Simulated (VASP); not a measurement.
# CsPbBr3 (Pm-3m) in VASP: further runs

CsPbBr3 is run at these levels: LDA; tasks: equation of state.

Program: VASP 6.6.1. These are calculated values, not measurements. Logs are shortened: lines on timing, memory, paths and dates and some standing lists are left out, and cuts for length are marked.

### Step 1. The cell of the first run

The structure is cubic, space group Pm-3m (No. 221). The conventional cell has a = 5.870 Å, b = 5.870 Å, c = 5.870 Å, α = 90.00°, β = 90.00°, γ = 90.00°. Within 3.9 Å of Pb (site symmetry m-3m) lie 6 Br at 2.94 Å. Within 5.4 Å of Cs (site symmetry m-3m) lie 12 Br at 4.15 Å and 8 Pb at 5.08 Å. Within 3.9 Å of Br (site symmetry 4/mmm) lie 2 Pb at 2.94 Å.

### Step 2. Equation of state, LDA

The input, POSCAR.step1:

```
CsPbBr3
1.0
    5.7090964099      0.0000000000      0.0000000000
    0.0000000000      5.7090964099      0.0000000000
    0.0000000000      0.0000000000      5.7090964099
Pb Cs Br
1 1 3
Direct
    0.5000000000      0.5000000000      0.5000000000
    0.0000000000      0.0000000000      0.0000000000
    0.5000000000      0.5000000000      0.0000000000
    0.5000000000      0.0000000000      0.5000000000
    0.0000000000      0.5000000000      0.5000000000
```

The input, POSCAR.step2:

```
CsPbBr3
1.0
    5.7906659505      0.0000000000      0.0000000000
    0.0000000000      5.7906659505      0.0000000000
    0.0000000000      0.0000000000      5.7906659505
Pb Cs Br
1 1 3
Direct
    0.5000000000      0.5000000000      0.5000000000
    0.0000000000      0.0000000000      0.0000000000
    0.5000000000      0.5000000000      0.0000000000
    0.5000000000      0.0000000000      0.5000000000
    0.0000000000      0.5000000000      0.5000000000
```

The input, POSCAR.step3:

```
CsPbBr3
1.0
    5.8700000000      0.0000000000      0.0000000000
    0.0000000000      5.8700000000      0.0000000000
    0.0000000000      0.0000000000      5.8700000000
Pb Cs Br
1 1 3
Direct
    0.5000000000      0.5000000000      0.5000000000
    0.0000000000      0.0000000000      0.0000000000
    0.5000000000      0.5000000000      0.0000000000
    0.5000000000      0.0000000000      0.5000000000
    0.0000000000      0.5000000000      0.5000000000
```

The input, POSCAR.step4:

```
CsPbBr3
1.0
    5.9472457004      0.0000000000      0.0000000000
    0.0000000000      5.9472457004      0.0000000000
    0.0000000000      0.0000000000      5.9472457004
Pb Cs Br
1 1 3
Direct
    0.5000000000      0.5000000000      0.5000000000
    0.0000000000      0.0000000000      0.0000000000
    0.5000000000      0.5000000000      0.0000000000
    0.5000000000      0.0000000000      0.5000000000
    0.0000000000      0.5000000000      0.5000000000
```

The input, POSCAR.step5:

```
CsPbBr3
1.0
    6.0225352842      0.0000000000      0.0000000000
    0.0000000000      6.0225352842      0.0000000000
    0.0000000000      0.0000000000      6.0225352842
Pb Cs Br
1 1 3
Direct
    0.5000000000      0.5000000000      0.5000000000
    0.0000000000      0.0000000000      0.0000000000
    0.5000000000      0.5000000000      0.0000000000
    0.5000000000      0.0000000000      0.5000000000
    0.0000000000      0.5000000000      0.5000000000
```

The input, INCAR:

```
SYSTEM = CsPbBr3
GGA = CA
ISMEAR = 0
SIGMA = 0.03
LWAVE = .FALSE.
LCHARG = .FALSE.
ISIF = 2
NSW = 0
PREC = Accurate
LASPH = .TRUE.
LREAL = .FALSE.
ALGO = Normal
EDIFF = 1E-6
NELM = 120
GGA_COMPAT = .FALSE.
ENCUT = 310
EFERMI = MIDGAP
KPAR = 2
```

The input, KPOINTS:

```
Automatic mesh
0
Gamma
  4 4 4
  0 0 0
```

Potentials or basis: VASP PAW LDA potentials, release 64 (Pb_d, Cs_sv, Br).

Command:

```console
$ cat potpaw_LDA.64/Pb_d/POTCAR potpaw_LDA.64/Cs_sv/POTCAR potpaw_LDA.64/Br/POTCAR > POTCAR
$ cp POSCAR.step1 POSCAR
$ mpirun -np 2 vasp_std > vasp.out
$ cp POSCAR.step2 POSCAR
$ mpirun -np 2 vasp_std > vasp.out
$ cp POSCAR.step3 POSCAR
$ mpirun -np 2 vasp_std > vasp.out
$ cp POSCAR.step4 POSCAR
$ mpirun -np 2 vasp_std > vasp.out
$ cp POSCAR.step5 POSCAR
$ mpirun -np 2 vasp_std > vasp.out
```

OUTCAR:

```text
SYSTEM = CsPbBr3
   GGA = CA
   ISMEAR = 0
   ISIF = 2
   NSW = 0
   PREC = Accurate
   LASPH = .TRUE.
   LREAL = .FALSE.
   EDIFF = 1E-6
   NELM = 120
   ENCUT = 310
   EFERMI = MIDGAP

 Found     10 irreducible k-points:

 Following reciprocal coordinates:
            Coordinates               Weight
  0.000000  0.000000  0.000000      1.000000
  0.250000  0.000000  0.000000      6.000000
  0.500000  0.000000  0.000000      3.000000
  0.250000  0.250000  0.000000     12.000000
  0.500000  0.250000  0.000000     12.000000
  0.500000  0.500000  0.000000      3.000000
   k-points           NKPTS =     10   k-points in BZ     NKDIM =     10   number of bands    NBANDS=     26
   number of dos      NEDOS =    301   number of ions     NIONS =      5
   total plane-waves  NPLWV =  46656
   dimension x,y,z NGX =    36 NGY =   36 NGZ =   36
   dimension x,y,z NGXF=    72 NGYF=   72 NGZF=   72
   ions per type =               1   1   3
   NGX,Y,Z   is equivalent  to a cutoff of   9.94,  9.94,  9.94 a.u.
   NGXF,Y,Z  is equivalent  to a cutoff of  19.87, 19.87, 19.87 a.u.
 SYSTEM =  CsPbBr3
   PREC   = accura    normal or accurate (medium, high low for compatibility)
   ISTART =      0    job   : 0-new  1-cont  2-samecut
   ICHARG =      2    charge: 1-file 2-atom 10-const
   ISPIN  =      1    spin polarized calculation?
   LNONCOLLINEAR =      F non collinear calculations
   LSORBIT =      F    spin-orbit coupling
   LASPH  =      T    aspherical Exc in radial PAW
   ENCUT  =  310.0 eV  22.78 Ry    4.77 a.u.   8.65  8.65  8.65*2*pi/ulx,y,z
   NELM   =    120;   NELMIN=  2; NELMDL=  0     # of ELM steps
   EDIFF  = 0.1E-05   stopping-criterion for ELM
   LREAL  =      F    real-space projection
   EDIFFG = 0.1E-04   stopping-criterion for IOM
   NSW    =      0    number of steps for IOM
   IBRION =     -1    ionic relax: 0-MD 1-quasi-New 2-CG
   NFREE  =      0    steps in history (QN), initial steepest desc. (CG)
   ISIF   =      2    stress and relaxation
   ISYM   =      2    0-nonsym 1-usesym 2-fastsym
   POTIM  = 0.5000    time-step for ionic-motion
   TEBEG  =    0.0;   TEEND  =   0.0 temperature during run

   SCALEE = 1.0000    scale energy and forces
   PSTRESS=    0.0 pullay stress
   NELECT =      44.0000    total number of electrons
   NUPDOWN=      -1.0000    fix difference up-down
   EMIN   =  10.00;   EMAX   =-10.00  energy-range for DOS
   EFERMI =   0.00;   METHOD = MIDGAP
   ISMEAR =     0;   SIGMA  =   0.03  broadening in eV -4-tet -1-fermi 0-gaus
   EFERMI_NEDOS =   21; number of points for ismear=-14 and -15
   IALGO  =     38    algorithm
   IMIX   =      4    mixing-type and parameters
     AMIX     =   0.40;   BMIX     =  1.00
     AMIX_MAG =   1.60;   BMIX_MAG =  1.00
  volume/ion in A,a.u.               =      43.69       294.83
  Fermi-wavevector in a.u.,A,eV,Ry     =   0.959650  1.813476 12.529998  0.920929
  Thomas-Fermi vector in A             =   2.088865
   LORBIT       =      0    0 simple, 1 ext, 2 COOP (PROOUT), +10 PAW based schemes
   GGA     = CA    functional components
   LHFCALC =     F    Hartree Fock is set to
   AEXX    =    0.0000 exact exchange contribution
   IVDW    =     0    specifies the selected vdW correction
   LEPSILON=     F    determine dielectric tensor
   LRPA    =     F    only Hartree local field effects (RPA)

   CSHIFT  =0.1000    complex shift for real part using Kramers Kronig

   OMEGAMAX=  -1.0    maximum frequency
 non-spin polarized calculation
 Gauss-broadening in eV      SIGMA  =   0.03
  energy-cutoff  :      310.00
  volume of cell :      218.44
 maximum number of plane-waves:      2800
 NGX is ok and might be reduce to    36
   NGX = 17   NGY = 17   NGZ = 17

 number of electron      43.9999918 magnetization

 Free energy of the ion-electron system (eV)
  ---------------------------------------------------
  ext. energy  EPLUGINS =         0.00000000
  ---------------------------------------------------
  free energy    TOTEN  =       -17.60374442 eV

  energy without entropy =      -17.60374442  energy(sigma->0) =      -17.60374442

 E-fermi :   1.0982     XC(G=0):  -7.7481

 val. band max:        0.2832168698   @ k =   0.5000   0.5000   0.5000
 cond. band min:       1.9132396436   @ k =   0.5000   0.5000   0.5000
 fundamental gap:      1.6300227738
 Fermi energy:         1.0982282567

 k-point     1 :       0.0000    0.0000    0.0000
  band No.  band energies     occupation
      1     -20.7737      2.00000
      2     -16.2694      2.00000
      3     -16.2694      2.00000
      4     -16.1582      2.00000
      5     -16.1582      2.00000
      6     -16.1582      2.00000
      7     -13.9066      2.00000
      8     -13.3462      2.00000
      9     -13.3462      2.00000
     10      -7.5510      2.00000
     11      -7.5510      2.00000
     12      -7.5510      2.00000
     13      -6.6122      2.00000
     14      -3.4255      2.00000
     15      -3.4255      2.00000
     16      -3.4255      2.00000
     17      -1.3491      2.00000
     18      -1.3491      2.00000
     19      -1.3491      2.00000
     20      -1.2641      2.00000
     21      -1.2641      2.00000
     22      -1.2641      2.00000
     23       3.3002      0.00000
     24       4.6165      0.00000
     25       4.6165      0.00000
     26       5.3891      0.00000

 k-point     2 :       0.2500    0.0000    0.0000
  band No.  band energies     occupation
      1     -20.7733      2.00000
      2     -16.2692      2.00000
      3     -16.2486      2.00000
      4     -16.1586      2.00000
      5     -16.1586      2.00000
      6     -16.1584      2.00000
      7     -13.8498      2.00000
      8     -13.4391      2.00000
      9     -13.3455      2.00000
     10      -7.5487      2.00000
     11      -7.5465      2.00000
     12      -7.5465      2.00000
     13      -6.9472      2.00000
     14      -3.3828      2.00000
     15      -3.3828      2.00000
     16      -2.6053      2.00000
     17      -1.4137      2.00000
     18      -1.4137      2.00000
     19      -1.4092      2.00000
     20      -1.3123      2.00000
     21      -1.3123      2.00000
     22      -1.2813      2.00000
     23       3.8123      0.00000
     24       4.4537      0.00000
     25       4.9619      0.00000
     26       5.0282      0.00000

 k-point     3 :       0.5000    0.0000    0.0000
  band No.  band energies     occupation
      1     -20.7730      2.00000
      2     -16.2692      2.00000
      3     -16.2278      2.00000
      4     -16.1590      2.00000
      5     -16.1590      2.00000
      6     -16.1585      2.00000
      7     -13.7378      2.00000
      8     -13.5879      2.00000
      9     -13.3448      2.00000
     10      -7.5464      2.00000
     11      -7.5421      2.00000
     12      -7.5421      2.00000
     13      -7.2001      2.00000
     14      -3.3372      2.00000
     15      -3.3372      2.00000
     16      -1.9830      2.00000
     17      -1.4915      2.00000
     18      -1.4915      2.00000
     19      -1.4666      2.00000
     20      -1.3485      2.00000
     21      -1.3485      2.00000
     22      -0.8854      2.00000
     23       2.8479      0.00000
     24       4.7327      0.00000
     25       5.3238      0.00000
     26       5.4534      0.00000

 k-point     4 :       0.2500    0.2500    0.0000
  band No.  band energies     occupation
      1     -20.7730      2.00000
      2     -16.2591      2.00000
      3     -16.2376      2.00000
      4     -16.1589      2.00000
      5     -16.1587      2.00000
      6     -16.1585      2.00000
      7     -13.7993      2.00000
      8     -13.4684      2.00000
      9     -13.3978      2.00000
     10      -7.5556      2.00000
     11      -7.5449      2.00000
     12      -7.5426      2.00000
     13      -7.2507      2.00000
     14      -3.3314      2.00000
     15      -2.7309      2.00000
     16      -2.4289      2.00000
     17      -1.6943      2.00000
     18      -1.4554      2.00000
     19      -1.3919      2.00000
     20      -1.3560      2.00000
     21      -1.2347      2.00000
     22      -1.1481      2.00000
     23       3.9981      0.00000
     24       4.1291      0.00000
     25       4.5491      0.00000
     26       5.2914      0.00000

 k-point     5 :       0.5000    0.2500    0.0000
  band No.  band energies     occupation
      1     -20.7727      2.00000
      2     -16.2563      2.00000
      3     -16.2188      2.00000
      4     -16.1592      2.00000
      5     -16.1589      2.00000
      6     -16.1585      2.00000
      7     -13.6944      2.00000
      8     -13.5881      2.00000
      9     -13.4146      2.00000
     10      -7.5540      2.00000
     11      -7.5518      2.00000
     12      -7.5386      2.00000
     13      -7.4890      2.00000
     14      -3.2754      2.00000
     15      -2.5412      2.00000
     16      -2.0880      2.00000
     17      -1.6510      2.00000
     18      -1.5232      2.00000
     19      -1.4484      2.00000
     20      -1.3879      2.00000
     21      -1.1156      2.00000
     22      -0.7471      2.00000
     23       2.6300      0.00000
     24       3.9846      0.00000
     25       5.1426      0.00000
     26       5.2214      0.00000

 k-point     6 :       0.5000    0.5000    0.0000
  band No.  band energies     occupation
      1     -20.7724      2.00000
      2     -16.2491      2.00000
      3     -16.2042      2.00000
      4     -16.1595      2.00000
      5     -16.1589      2.00000
      6     -16.1589      2.00000
      7     -13.5883      2.00000
      8     -13.5883      2.00000
      9     -13.5480      2.00000
     10      -7.7210      2.00000
     11      -7.5614      2.00000
     12      -7.5614      2.00000
     13      -7.5351      2.00000
     14      -3.2069      2.00000
     15      -2.1907      2.00000
     16      -1.6441      2.00000
     17      -1.6441      2.00000
     18      -1.5544      2.00000
     19      -1.5544      2.00000
     20      -1.5425      2.00000
     21      -0.9248      2.00000
     22      -0.2926      2.00000
     23       2.4139      0.00000
     24       2.4139      0.00000
     25       5.0620      0.00000
     26       5.5779      0.00000

 [... further k-points ...]

------------------------ aborting loop because EDIFF is reached ----------------------------------------

  FORCE on cell =-STRESS in cart. coord.  units (eV):
  Direction    XX          YY          ZZ          XY          YZ          ZX
  --------------------------------------------------------------------------------------
  -------------------------------------------------------------------------------------
  Total       -3.2972524     -3.2972524     -3.2972524      0.0000000      0.0000000     -0.0000000
  in kB      -24.1838096    -24.1838096    -24.1838096      0.0000000      0.0000000     -0.0000000
  external PRESSURE =     -24.1838096 kB  Pullay stress =       0.0000000 kB

 VOLUME and BASIS-vectors are now :
 -----------------------------------------------------------------------------
  energy-cutoff  :      310.00
  volume of cell :      218.44
      direct lattice vectors                 reciprocal lattice vectors
     6.022535284  0.000000000  0.000000000     0.166043029  0.000000000  0.000000000
     0.000000000  6.022535284  0.000000000     0.000000000  0.166043029  0.000000000
     0.000000000  0.000000000  6.022535284     0.000000000  0.000000000  0.166043029

 POSITION                                       TOTAL-FORCE (eV/Angst)
 -----------------------------------------------------------------------------------
      3.01127      3.01127      3.01127         0.000000      0.000000      0.000000
      0.00000      0.00000      0.00000         0.000000      0.000000      0.000000
      3.01127      3.01127      0.00000         0.000000      0.000000      0.000000
      3.01127      0.00000      3.01127         0.000000      0.000000      0.000000
      0.00000      3.01127      3.01127         0.000000      0.000000      0.000000
 -----------------------------------------------------------------------------------
    total drift:                                0.000000      0.000000      0.000000

  FREE ENERGIE OF THE ION-ELECTRON SYSTEM (eV)
  ---------------------------------------------------
  free  energy   TOTEN  =       -17.6037444223 eV

  energy  without entropy=      -17.6037444223  energy(sigma->0) =      -17.60374442
```

It took 44 s on 2 MPI ranks of Intel Xeon Platinum 8488C (Sapphire Rapids), shared host; peak memory 0.17 GiB.

Results:

```yaml
Equilibrium_volume: 38.74 Å³/atom
Bulk_modulus: 25 GPa
Pressure_derivative_of_the_bulk_modulus: "4.7 (rough: it moves with the points fitted)"
```

Energy against volume, from the lowest point:
```csv
volume (Å³/atom),energy (meV/atom)
37.216,5.07
38.834,0.00
40.452,5.41
42.070,19.21
43.689,39.53
```

Caveat: spin-orbit coupling is left out, which moves the levels of the heavy elements. Zero-point motion and thermal expansion aren't in these numbers.

[end of part 1 of 2]
